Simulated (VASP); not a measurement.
# B in VASP: further runs, part 2 of 2

VASP 6.6.1. Earlier steps stand in the parts before.

## Step 5: Single point, PBE

This run uses another cell than the first one, of the same volume but with other edges.

Contents of INCAR:

```
SYSTEM = B
PREC = Accurate ; ENCUT = 520
EDIFF = 1E-7 ; ISMEAR = 0
SIGMA = 0.2 ; LREAL = .False.
LASPH = .True. ; NELM = 80
ALGO = Normal ; ISIF = 2
LWAVE = .False. ; LCHARG = .False.
GGA = PE ; NBANDS = 22
```

Contents of KPOINTS:

```
regular mesh
0
Gamma
  6 6 6
  0 0 0
```

Contents of POSCAR:

```
B
1.0
   -1.3805839512      2.6442345816      2.8404165116
    1.8120550467     -2.6464255594      3.3007282131
    1.4013299562      2.6336708171     -2.8391375919
B
8
Direct
    0.2087741076      0.1542321648      0.1263427628
    0.5342438217     -0.0060492622      0.2741623696
    0.9721578135      0.3457494645      0.5546112656
    0.2802936706      0.5060453314      1.0402474895
    0.7912112572      0.8457415455      0.8736352973
    0.4657481012      1.0060212622      0.7258346896
    1.0278576117      0.6542740270      0.4453961423
    0.7197136163      0.4939854671      0.9597699832
```

Potentials or basis: VASP PAW PBE potentials, release 64 (B).

On the command line:

```bash
cat potpaw_PBE.64/B/POTCAR > POTCAR
mpirun -np 1 vasp_std > vasp.out
```

OUTCAR:

```text
SYSTEM = B
   PREC = Accurate
   ENCUT = 520
   EDIFF = 1E-7
   ISMEAR = 0
   LREAL = .False.
   LASPH = .True.
   NELM = 80
   ISIF = 2
   GGA = PE

 ion  position               nearest neighbor table
   1  0.209  0.154  0.126-   2 1.76   3 1.79   5 1.80   6 1.82   7 1.88   7 1.88   4 1.92
   2  0.534  0.994  0.274-   1 1.76   5 1.82   4 1.88   6 1.89   8 1.90   8 1.90   3 1.92
   3  0.972  0.346  0.555-   4 1.76   1 1.79   7 1.80   8 1.82   5 1.88   5 1.88   2 1.92
   4  0.280  0.506  0.040-   3 1.76   7 1.82   2 1.88   8 1.89   6 1.90   6 1.90   1 1.92
   5  0.791  0.846  0.874-   6 1.76   7 1.79   1 1.80   2 1.82   3 1.88   3 1.88   8 1.92
   6  0.466  0.006  0.726-   5 1.76   1 1.82   8 1.88   2 1.89   4 1.90   4 1.90   7 1.92
   7  0.028  0.654  0.445-   8 1.76   5 1.79   3 1.80   4 1.82   1 1.88   1 1.88   6 1.92
   8  0.720  0.494  0.960-   7 1.76   3 1.82   6 1.88   4 1.89   2 1.90   2 1.90   5 1.92

  LATTYP: Found a triclinic cell.
 ALAT       =     4.6029443778
 B/A-ratio  =     1.3374664841
 C/A-ratio  =     1.1466456889
 COS(alpha) =     0.0001613158
 COS(beta)  =     0.5734294233
 COS(gamma) =     0.7433078667

  Lattice vectors:

 A1 = (  -1.8328010517,  -2.6314798393,  -3.3020071328)
 A2 = (  -0.4314710955,   0.0021909778,  -6.1411447247)
 A3 = (  -0.0207460050,  -5.2779053987,  -0.0012789197)

Analysis of symmetry for initial positions (statically):
=====================================================================
 Subroutine PRICEL returns:
 Original cell was already a primitive cell.

 Routine SETGRP: Setting up the symmetry group for a
 triclinic supercell.

 Subroutine GETGRP returns: Found  1 space group operations
 (whereof  1 operations were pure point group operations)
 out of a pool of  2 trial point group operations.

The static configuration has the point symmetry C_1 .

Analysis of symmetry for dynamics (positions and initial velocities):
=====================================================================
 Subroutine PRICEL returns:
 Original cell was already a primitive cell.

 Routine SETGRP: Setting up the symmetry group for a
 triclinic supercell.

 Subroutine GETGRP returns: Found  1 space group operations
 (whereof  1 operations were pure point group operations)
 out of a pool of  2 trial point group operations.

The dynamic configuration has the point symmetry C_1 .

 Subroutine INISYM returns: Found  1 space group operations
 (whereof  1 operations are pure point group operations),
 and found     1 'primitive' translations

----------------------------------------------------------------------------------------

                                     Primitive cell

  volume of cell :      51.5520

  direct lattice vectors                    reciprocal lattice vectors
    -1.380583951  2.644234582  2.840416512    -0.022879159  0.189519171  0.164511174
     1.812055047 -2.646425559  3.300728213     0.290737163 -0.001177316  0.142408749
     1.401329956  2.633670817 -2.839137592     0.315116118  0.188235816 -0.022072607

  length of vectors
     4.118974937  4.602381826  4.118330959     0.252001782  0.323743318  0.367720125

  position of ions in fractional coordinates (direct lattice)
     0.208774108  0.154232165  0.126342763
[... 52 lines left out ...]
  0.166667  0.166667  0.000000      2.000000
[... 16 lines left out ...]
  0.333333 -0.000000  0.166667      2.000000
  0.500000 -0.000000  0.166667      2.000000
 [... further k-points ...]
   k-points           NKPTS =    112   k-points in BZ     NKDIM =    112   number of bands    NBANDS=     22
   number of dos      NEDOS =    301   number of ions     NIONS =      8
   total plane-waves  NPLWV =  36864
   dimension x,y,z NGX =    32 NGY =   36 NGZ =   32
   dimension x,y,z NGXF=    64 NGYF=   72 NGZF=   64
   ions per type =               8
   NGX,Y,Z   is equivalent  to a cutoff of  12.92, 13.00, 12.92 a.u.
   NGXF,Y,Z  is equivalent  to a cutoff of  25.83, 26.01, 25.84 a.u.
 SYSTEM =  B
   PREC   = accura    normal or accurate (medium, high low for compatibility)
   ISTART =      0    job   : 0-new  1-cont  2-samecut
   ICHARG =      2    charge: 1-file 2-atom 10-const
   ISPIN  =      1    spin polarized calculation?
   LNONCOLLINEAR =      F non collinear calculations
   LSORBIT =      F    spin-orbit coupling
   LASPH  =      T    aspherical Exc in radial PAW
   ENCUT  =  520.0 eV  38.22 Ry    6.18 a.u.   7.66  8.56  7.66*2*pi/ulx,y,z
   NELM   =     80;   NELMIN=  2; NELMDL= -5     # of ELM steps
   EDIFF  = 0.1E-06   stopping-criterion for ELM
   LREAL  =      F    real-space projection
   EDIFFG = 0.1E-05   stopping-criterion for IOM
   NSW    =      0    number of steps for IOM
   IBRION =     -1    ionic relax: 0-MD 1-quasi-New 2-CG
   NFREE  =      0    steps in history (QN), initial steepest desc. (CG)
   ISIF   =      2    stress and relaxation
   ISYM   =      2    0-nonsym 1-usesym 2-fastsym
   POTIM  = 0.5000    time-step for ionic-motion
   TEBEG  =    0.0;   TEEND  =   0.0 temperature during run
   PSTRESS=    0.0 pullay stress
   NELECT =      24.0000    total number of electrons
   NUPDOWN=      -1.0000    fix difference up-down
   EMIN   =  10.00;   EMAX   =-10.00  energy-range for DOS
   EFERMI =   0.00;   METHOD = LEGACY
   ISMEAR =     0;   SIGMA  =   0.20  broadening in eV -4-tet -1-fermi 0-gaus
   EFERMI_NEDOS =   21; number of points for ismear=-14 and -15
   IALGO  =     38    algorithm
   IMIX   =      4    mixing-type and parameters
     AMIX     =   0.40;   BMIX     =  1.00
     AMIX_MAG =   1.60;   BMIX_MAG =  1.00
  volume/ion in A,a.u.               =       6.44        43.49
  Fermi-wavevector in a.u.,A,eV,Ry     =   1.268811  2.397705 21.903760  1.609881
  Thomas-Fermi vector in A             =   2.401886
   LORBIT       =      0    0 simple, 1 ext, 2 COOP (PROOUT), +10 PAW based schemes
   GGA     = PE    functional components
   LHFCALC =     F    Hartree Fock is set to
   AEXX    =    0.0000 exact exchange contribution
   IVDW    =     0    specifies the selected vdW correction
   LEPSILON=     F    determine dielectric tensor
   LRPA    =     F    only Hartree local field effects (RPA)
 non-spin polarized calculation
 Gauss-broadening in eV      SIGMA  =   0.20
  energy-cutoff  :      520.00
  volume of cell :       51.55
 maximum number of plane-waves:      1404
 NGX is ok and might be reduce to    32

 number of electron      24.0000000 magnetization

 Free energy of the ion-electron system (eV)
  ---------------------------------------------------
  ext. energy  EPLUGINS =         0.00000000
  ---------------------------------------------------
  free energy    TOTEN  =       -50.53998404 eV

  energy without entropy =      -50.52893230  energy(sigma->0) =      -50.53445817

 E-fermi :   8.6982     XC(G=0): -12.3674

 val. band max:        8.6200206140   @ k =   0.5000   0.1667   0.5000
 cond. band min:       8.7842004597   @ k =   0.5000   0.1667   0.1667
 fundamental gap:      0.1641798457
 Fermi energy:         8.6981947991

 k-point     1 :       0.0000    0.0000    0.0000
  band No.  band energies     occupation
      1      -9.0323      2.00000
      2      -2.9012      2.00000
      3      -2.7053      2.00000
      4      -0.5614      2.00000
      5      -0.0129      2.00000
      6       1.1160      2.00000
[... 589 lines left out ...]
     21      16.3431      0.00000
     22      17.1978      0.00000

 [... further k-points ...]

------------------------ aborting loop because EDIFF is reached ----------------------------------------

  FORCE on cell =-STRESS in cart. coord.  units (eV):
  Direction    XX          YY          ZZ          XY          YZ          ZX
  --------------------------------------------------------------------------------------
  -------------------------------------------------------------------------------------
  Total        0.0475285     -0.0185402     -0.0153884     -0.0023410     -0.0081778     -0.0067393
  in kB        1.4771324     -0.5762075     -0.4782533     -0.0727543     -0.2541563     -0.2094509
  external PRESSURE =       0.1408905 kB  Pullay stress =       0.0000000 kB

 VOLUME and BASIS-vectors are now :
 -----------------------------------------------------------------------------
  energy-cutoff  :      520.00
  volume of cell :       51.55
      direct lattice vectors                 reciprocal lattice vectors
    -1.380583951  2.644234582  2.840416512    -0.022879159  0.189519171  0.164511174
     1.812055047 -2.646425559  3.300728213     0.290737163 -0.001177316  0.142408749
     1.401329956  2.633670817 -2.839137592     0.315116118  0.188235816 -0.022072607

 POSITION                                       TOTAL-FORCE (eV/Angst)
 -----------------------------------------------------------------------------------
      0.16829      0.47663      0.74338         0.003369     -0.001028     -0.002956
      1.44772     -0.49570      4.01985        -0.002694      0.005199      0.001912
      0.06156      3.11628      2.32794        -0.002687     -0.004811      0.004435
      0.58641     -0.49205      2.35220         0.003617      0.007371     -0.002786
      1.66445      2.15482      2.55856        -0.002864      0.001341      0.003636
      0.38504      3.12722     -0.71795         0.003612     -0.005621     -0.000764
      1.77127     -0.48480      0.97417         0.002421      0.004559     -0.005616
      1.24646      3.12351      0.94988        -0.004773     -0.007011      0.002140
 -----------------------------------------------------------------------------------
    total drift:                                0.000000     -0.000000     -0.000000

  FREE ENERGIE OF THE ION-ELECTRON SYSTEM (eV)
  ---------------------------------------------------
  free  energy   TOTEN  =       -50.5399840413 eV

  energy  without entropy=      -50.5289323045  energy(sigma->0) =      -50.53445817
```

It took 88 s on 1 thread of Intel Xeon 6975P-C (Granite Rapids), shared host; peak memory 0.22 GiB.

What came out:

```
Free energy            : -50.5400 eV
Pressure               : 0.0 GPa
Largest force          : 0.009 eV/Å
Band gap on the k mesh : zero (band 12 reaches 9.32 eV, above the bottom of band 13 at 8.18 eV)
```

Forces on the atoms (eV/Å):
```
B    0.003 -0.001 -0.003
B   -0.003  0.005  0.002
B   -0.003 -0.005  0.004
B    0.004  0.007 -0.003
B   -0.003  0.001  0.004
B    0.004 -0.006 -0.001
B    0.002  0.005 -0.006
B   -0.005 -0.007  0.002
```

Levels at points of the mesh, in eV from the Fermi level:
```tsv
k point	band 10	band 11	band 12	band 13	band 14	band 15
(0.00, 0.00, 0.00)	-3.71	-3.62	-1.69	0.35	1.22	1.80
(0.50, 0.00, 0.00)	-4.28	-1.76	-1.51	0.59	2.22	3.63
(0.00, 0.50, 0.00)	-5.74	-4.18	-4.18	2.18	2.18	3.73
(0.50, 0.50, 0.00)	-4.38	-3.85	-2.62	1.01	1.12	2.60
(0.00, 0.00, 0.50)	-4.38	-3.85	-2.62	1.01	1.13	2.61
(0.50, 0.00, 0.50)	-4.29	-0.60	-0.60	3.69	3.69	4.57
(0.00, 0.50, 0.50)	-4.28	-1.75	-1.50	0.59	2.23	3.63
(0.50, 0.50, 0.50)	-2.36	-1.36	0.62	0.86	1.76	2.06
```

Caveat: the k points lie up to 0.39 Å⁻¹ apart.

## Step 6: The runs side by side

```tsv
task	cell	k mesh	cutoff (eV)	smearing	gap on the mesh (eV)	pressure (GPa)	largest force (eV/Å)
relaxation of cell and atoms	relaxed from a = 4.119, b = 4.119, c = 3.246 Å, angles 103.7, 103.7, 79.7°, 8 atoms	10 × 10 × 12	600	gaussian 0.1 eV	none	0.0	-
single point	a = 4.113, b = 4.113, c = 3.252 Å, angles 103.8, 103.8, 79.9°, 8 atoms	10 × 10 × 12	520	gaussian 0.1 eV	none	0.0	0.01
single point	a = 4.119, b = 4.119, c = 3.246 Å, angles 103.7, 103.7, 79.7°, 8 atoms	4 × 4 × 6	520	gaussian 0.1 eV	none	0.1	0.08
single point	a = 4.119, b = 4.602, c = 4.118 Å, angles 136.7, 100.3, 90.4°, 8 atoms	6 × 6 × 6	520	gaussian 0.2 eV	none	0.0	0.01
```

Alike in all rows: level PBE; potentials or basis VASP PAW PBE potentials, release 64 (B); no spin polarisation.

Caveats: some runs use coarse meshes.

Absolute energies hang on the potentials; compare differences alone.
